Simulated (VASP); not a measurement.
# Se (Im-3m) in VASP: elastic constants with PBEsol

Aim: the elastic constants of Se with PBEsol.

Program: VASP 6.6.1. These are calculated values, not measurements. Logs are shortened: lines on timing, memory, paths and dates and some standing lists are left out, and cuts for length are marked.

### 1 The cell of the first run

The structure is cubic, space group Im-3m (No. 229). The conventional cell has a = 3.381 Å, b = 3.381 Å, c = 3.381 Å, α = 90.00°, β = 90.00°, γ = 90.00°. Within 3.9 Å of Se (site symmetry m-3m) lie 14 Se at 2.93 to 3.38 Å.

This isn't the form of Se at room conditions, which is trigonal, of chains.

### 2 Elastic constants, PBEsol

Contents of INCAR:

```
SYSTEM = Se
PREC = Accurate ; ENCUT = 600
EDIFF = 1E-8 ; ISMEAR = -1
SIGMA = 0.15 ; LREAL = .False.
LASPH = .True. ; NELM = 100
ALGO = Normal ; ISIF = 3
LWAVE = .False. ; LCHARG = .False.
GGA = PS ; IBRION = 6
NFREE = 2 ; POTIM = 0.015
NSW = 1
```

Contents of KPOINTS:

```
regular mesh
0
Gamma
  20 20 20
  0 0 0
```

Contents of POSCAR:

```
Se
1.0
   -1.6903301878      1.6903301878      1.6903301878
    1.6903301878     -1.6903301878      1.6903301878
    1.6903301878      1.6903301878     -1.6903301878
Se
1
Direct
    0.0000000000      0.0000000000      0.0000000000
```

Potentials or basis: VASP PAW PBE potentials, release 64 (Se).

Command:

```sh
$ cat potpaw_PBE.64/Se/POTCAR > POTCAR
$ mpirun -np 1 vasp_std > vasp.out
```

OUTCAR:

```text
SYSTEM = Se
   PREC = Accurate
   ENCUT = 600
   EDIFF = 1E-8
   ISMEAR = -1
   LREAL = .False.
   LASPH = .True.
   NELM = 100
   ISIF = 3
   GGA = PS
   IBRION = 6
   NFREE = 2
   POTIM = 0.015
   NSW = 1

 ion  position               nearest neighbor table
   1  0.000  0.000  0.000-

  LATTYP: Found a body centered cubic cell.
 ALAT       =     3.3806603756

  Lattice vectors:

 A1 = (  -1.6903301878,   1.6903301878,   1.6903301878)
 A2 = (   1.6903301878,  -1.6903301878,   1.6903301878)
 A3 = (   1.6903301878,   1.6903301878,  -1.6903301878)

Analysis of symmetry for initial positions (statically):
=====================================================================
 Subroutine PRICEL returns:
 Original cell was already a primitive cell.

 Routine SETGRP: Setting up the symmetry group for a
 body centered cubic supercell.

 Subroutine GETGRP returns: Found 48 space group operations
 (whereof 48 operations were pure point group operations)
 out of a pool of 48 trial point group operations.

The static configuration has the point symmetry O_h .

Analysis of symmetry for dynamics (positions and initial velocities):
=====================================================================
 Subroutine PRICEL returns:
 Original cell was already a primitive cell.

 Routine SETGRP: Setting up the symmetry group for a
 body centered cubic supercell.

 Subroutine GETGRP returns: Found 48 space group operations
 (whereof 48 operations were pure point group operations)
 out of a pool of 48 trial point group operations.

The dynamic configuration has the point symmetry O_h .

 Subroutine INISYM returns: Found 48 space group operations
 (whereof 48 operations are pure point group operations),
 and found     1 'primitive' translations

----------------------------------------------------------------------------------------

                                     Primitive cell

  volume of cell :      19.3186

  direct lattice vectors                    reciprocal lattice vectors
    -1.690330188  1.690330188  1.690330188     0.000000000  0.295800195  0.295800195
     1.690330188 -1.690330188  1.690330188     0.295800195  0.000000000  0.295800195
     1.690330188  1.690330188 -1.690330188     0.295800195  0.295800195  0.000000000

  length of vectors
     2.927737767  2.927737767  2.927737767     0.418324648  0.418324648  0.418324648

  position of ions in fractional coordinates (direct lattice)
     0.000000000  0.000000000  0.000000000

  ion indices of the primitive-cell ions
   primitive index   ion index
                 1           1

----------------------------------------------------------------------------------------

 KPOINTS: regular mesh

Automatic generation of k-mesh.
 Grid dimensions read from file:
 generate k-points for:   20   20   20

 Generating k-lattice:

  Cartesian coordinates                     Fractional coordinates (reciprocal lattice)
     0.000000000  0.014790010  0.014790010     0.050000000  0.000000000  0.000000000
     0.014790010  0.000000000  0.014790010     0.000000000  0.050000000  0.000000000
     0.014790010  0.014790010  0.000000000     0.000000000  0.000000000  0.050000000

  Length of vectors
     0.020916232  0.020916232  0.020916232

  Shift w.r.t. Gamma in fractional coordinates (k-lattice)
     0.000000000  0.000000000  0.000000000

 Subroutine IBZKPT returns following result:
 ===========================================

 Found    256 irreducible k-points:

 Following reciprocal coordinates:
            Coordinates               Weight
  0.000000  0.000000  0.000000      1.000000
  0.050000  0.000000  0.000000     12.000000
  0.100000  0.000000  0.000000     12.000000
  0.150000  0.000000  0.000000     12.000000
  0.200000  0.000000  0.000000     12.000000
  0.250000  0.000000  0.000000     12.000000
[... 16 lines left out ...]
  0.200000  0.100000  0.000000     48.000000
  0.250000  0.100000  0.000000     48.000000
 [... further k-points ...]
   k-points           NKPTS =    256   k-points in BZ     NKDIM =    256   number of bands    NBANDS=      7
   number of dos      NEDOS =    301   number of ions     NIONS =      1
   total plane-waves  NPLWV =  13824
   dimension x,y,z NGX =    24 NGY =   24 NGZ =   24
   dimension x,y,z NGXF=    48 NGYF=   48 NGZF=   48
   ions per type =               1
   NGX,Y,Z   is equivalent  to a cutoff of  13.63, 13.63, 13.63 a.u.
   NGXF,Y,Z  is equivalent  to a cutoff of  27.26, 27.26, 27.26 a.u.
 SYSTEM =  Se
   PREC   = accura    normal or accurate (medium, high low for compatibility)
   ISTART =      0    job   : 0-new  1-cont  2-samecut
   ICHARG =      2    charge: 1-file 2-atom 10-const
   ISPIN  =      1    spin polarized calculation?
   LNONCOLLINEAR =      F non collinear calculations
   LSORBIT =      F    spin-orbit coupling
   LASPH  =      T    aspherical Exc in radial PAW
   ENCUT  =  600.0 eV  44.10 Ry    6.64 a.u.   5.85  5.85  5.85*2*pi/ulx,y,z
   NELM   =    100;   NELMIN=  2; NELMDL= -5     # of ELM steps
   EDIFF  = 0.1E-07   stopping-criterion for ELM
   LREAL  =      F    real-space projection
   EDIFFG = 0.1E-06   stopping-criterion for IOM
   NSW    =     49    number of steps for IOM
   IBRION =      6    ionic relax: 0-MD 1-quasi-New 2-CG
   NFREE  =      2    steps in history (QN), initial steepest desc. (CG)
   ISIF   =      3    stress and relaxation
   ISYM   =      2    0-nonsym 1-usesym 2-fastsym
   POTIM  = 0.0150    time-step for ionic-motion
   TEBEG  =    0.0;   TEEND  =   0.0 temperature during run
   PSTRESS=    0.0 pullay stress
   NELECT =       6.0000    total number of electrons
   NUPDOWN=      -1.0000    fix difference up-down
   EMIN   =  10.00;   EMAX   =-10.00  energy-range for DOS
   EFERMI =   0.00;   METHOD = LEGACY
   ISMEAR =    -1;   SIGMA  =   0.15  broadening in eV -4-tet -1-fermi 0-gaus
   EFERMI_NEDOS =   21; number of points for ismear=-14 and -15
   IALGO  =     38    algorithm
   IMIX   =      4    mixing-type and parameters
     AMIX     =   0.40;   BMIX     =  1.00
     AMIX_MAG =   1.60;   BMIX_MAG =  1.00
  volume/ion in A,a.u.               =      19.32       130.37
  Fermi-wavevector in a.u.,A,eV,Ry     =   1.108665  2.095073 16.723441  1.229138
  Thomas-Fermi vector in A             =   2.245195
   LORBIT       =      0    0 simple, 1 ext, 2 COOP (PROOUT), +10 PAW based schemes
   GGA     = PS    functional components
   LHFCALC =     F    Hartree Fock is set to
   AEXX    =    0.0000 exact exchange contribution
   IVDW    =     0    specifies the selected vdW correction
   LEPSILON=     F    determine dielectric tensor
   LRPA    =     F    only Hartree local field effects (RPA)
 finite differences with symmetry
 non-spin polarized calculation
  energy-cutoff  :      600.00
  volume of cell :       19.32
 maximum number of plane-waves:       682
   NGX = 11   NGY = 11   NGZ = 11

--------------------------------------- Ionic step        1  -------------------------------------------

 number of electron       6.0000001 magnetization

 Free energy of the ion-electron system (eV)
  ---------------------------------------------------
  ext. energy  EPLUGINS =         0.00000000
  ---------------------------------------------------
  free energy    TOTEN  =        -3.42082896 eV

  energy without entropy =       -3.36967497  energy(sigma->0) =       -3.39525196

------------------------ aborting loop because EDIFF is reached ----------------------------------------

  FORCE on cell =-STRESS in cart. coord.  units (eV):
  Direction    XX          YY          ZZ          XY          YZ          ZX
  --------------------------------------------------------------------------------------
  -------------------------------------------------------------------------------------
  Total        0.0112968      0.0112968      0.0112968      0.0000000     -0.0000000     -0.0000000
  in kB        0.9368933      0.9368933      0.9368933      0.0000000     -0.0000000     -0.0000000
  external PRESSURE =       0.9368933 kB  Pullay stress =       0.0000000 kB
[... 86 lines left out ...]
  FREE ENERGIE OF THE ION-ELECTRON SYSTEM (eV)
  ---------------------------------------------------
  free  energy   TOTEN  =        -3.4187701973 eV

  energy  without entropy=       -3.3683597045  energy(sigma->0) =       -3.39356495

[... ionic steps 4 to 12 ...]

--------------------------------------- Ionic step       13  -------------------------------------------

 number of electron       6.0000001 magnetization

------------------------ aborting loop because EDIFF is reached ----------------------------------------
[... 65 lines left out ...]
--------------------------------------- Ionic step       15  -------------------------------------------

 number of electron       6.0000001 magnetization

 Free energy of the ion-electron system (eV)
  ---------------------------------------------------
  ext. energy  EPLUGINS =         0.00000000
  ---------------------------------------------------
  free energy    TOTEN  =        -3.42082835 eV

  energy without entropy =       -3.36967434  energy(sigma->0) =       -3.39525134

 E-fermi :   6.0375     XC(G=0): -10.9548

 val. band max:        6.0217997293   @ k =  -0.4500  -0.4500   0.2000
 cond. band min:       6.0385192906   @ k =  -0.3500   0.3500   0.1000
 fundamental gap:      0.0167195613
 Fermi energy:         6.0374548370

 k-point     1 :       0.0000    0.0000    0.0000
  band No.  band energies     occupation
      1     -10.5724      2.00000
      2       9.2759      0.00000
      3       9.2759      0.00000
      4       9.2759      0.00000
      5      17.7424      0.00000
      6      18.5411      0.00000
      7      18.5411      0.00000
[... 221 lines left out ...]
 k-point    24 :       0.2500    0.1000    0.0000
  band No.  band energies     occupation
      1      -8.5192      2.00000
      2       2.4059      2.00000
      3       6.2448      0.40131
      4       8.1319      0.00000
      5      14.7327      0.00000
      6      15.9665      0.00000
      7      19.8379      0.00000

 [... further k-points ...]
[... 5 lines left out ...]
  --------------------------------------------------------------------------------------
  -------------------------------------------------------------------------------------
  Total        0.0113981      0.0113981      0.0113981     -0.0000000     -0.0000000     -0.0000000
  in kB        0.9452956      0.9452956      0.9452956     -0.0000000     -0.0000000     -0.0000000
  external PRESSURE =       0.9452956 kB  Pullay stress =       0.0000000 kB
[... 16 lines left out ...]
  FREE ENERGIE OF THE ION-ELECTRON SYSTEM (eV)
  ---------------------------------------------------
  free  energy   TOTEN  =        -3.4208283530 eV

  energy  without entropy=       -3.3696743362  energy(sigma->0) =       -3.39525134

 INTERNAL STRAIN TENSORS FROM STRAINED CELLS
 ============================================

 INTERNAL STRAIN TENSOR FOR ION    1 for displacements in x,y,z  (eV/Angst):
          X           Y           Z          XY          YZ          ZX
  --------------------------------------------------------------------------------
  x    -0.00000    -0.00000    -0.00000     0.00000     0.00000    -0.00000
  y    -0.00000     0.00000    -0.00000     0.00000     0.00000     0.00000
  z    -0.00000    -0.00000    -0.00000     0.00000     0.00000     0.00000

 INTERNAL STRAIN TENSORS FROM DISPLACED ATOMS
 ============================================

 INTERNAL STRAIN TENSOR FOR ION    1 for displacements in x,y,z  (eV/Angst):
          X           Y           Z          XY          YZ          ZX
  --------------------------------------------------------------------------------
  x     0.00000     0.00000     0.00000     0.00000     0.00000     0.00000
  y     0.00000     0.00000     0.00000     0.00000     0.00000     0.00000
  z     0.00000     0.00000     0.00000     0.00000     0.00000     0.00000

 Eigenvectors and eigenvalues of the dynamical matrix
 ----------------------------------------------------

   1 f/i=    0.000000 THz     0.000000 2PiTHz    0.000000 cm-1     0.000000 meV
             X         Y         Z           dx          dy          dz
      0.000000  0.000000  0.000000     0.707107    0.707107    0.000000

   2 f/i=    0.000000 THz     0.000000 2PiTHz    0.000000 cm-1     0.000000 meV
             X         Y         Z           dx          dy          dz
      0.000000  0.000000  0.000000     0.707107   -0.707107    0.000000

   3 f/i=    0.000000 THz     0.000000 2PiTHz    0.000000 cm-1     0.000000 meV
             X         Y         Z           dx          dy          dz
      0.000000  0.000000  0.000000     0.000000    0.000000    1.000000

--------------------------------------------------------------------------------------------------------

 ELASTIC MODULI CONTR FROM IONIC RELAXATION (kBar)
 Direction    XX          YY          ZZ          XY          YZ          ZX
 --------------------------------------------------------------------------------
 XX           0.0000      0.0000      0.0000      0.0000      0.0000      0.0000
 YY           0.0000      0.0000      0.0000      0.0000      0.0000      0.0000
 ZZ           0.0000      0.0000      0.0000      0.0000      0.0000      0.0000
 XY           0.0000      0.0000      0.0000      0.0000      0.0000      0.0000
 YZ           0.0000      0.0000      0.0000      0.0000      0.0000      0.0000
 ZX           0.0000      0.0000      0.0000      0.0000      0.0000      0.0000
 --------------------------------------------------------------------------------

 TOTAL ELASTIC MODULI (kBar)
 Direction    XX          YY          ZZ          XY          YZ          ZX
 --------------------------------------------------------------------------------
 XX        1361.1859    602.3734    602.3734      0.0000     -0.0000      0.0000
 YY         602.3734   1361.1859    602.3734      0.0000      0.0000      0.0000
 ZZ         602.3734    602.3734   1361.1859     -0.0000     -0.0000      0.0000
 XY           0.0000      0.0000     -0.0000   -261.7484      0.0000      0.0000
 YZ          -0.0000      0.0000     -0.0000      0.0000   -261.7484      0.0000
 ZX           0.0000      0.0000      0.0000      0.0000      0.0000   -261.7484
 --------------------------------------------------------------------------------
```

It took 9.2 min on 1 thread of Intel Xeon 6975P-C (Granite Rapids), shared host; peak memory 0.69 GiB.

What came out:

* Elastic constants C11, C12, C44: 136, 60, -26 GPa
* Voigt bulk modulus: 86 GPa

Elastic tensor in Voigt notation (GPa, in the Cartesian axes of the cell as first typed):
```
136  60  60   0   0   0
 60 136  60   0   0   0
 60  60 136   0   0   0
  0   0   0 -26   0   0
  0   0   0   0 -26   0
  0   0   0   0   0 -26
```

Clamped-ion elastic tensor (GPa):
```
136  60  60   0   0   0
 60 136  60   0   0   0
 60  60 136   0   0   0
  0   0   0 -26   0   0
  0   0   0   0 -26   0
  0   0   0   0   0 -26
```

Caveat: the elastic tensor has a negative eigenvalue, so either the cell is unstable as it stands or the mesh is too thin; the PAW data sets were made with another functional, which shifts forces and pressure a little.
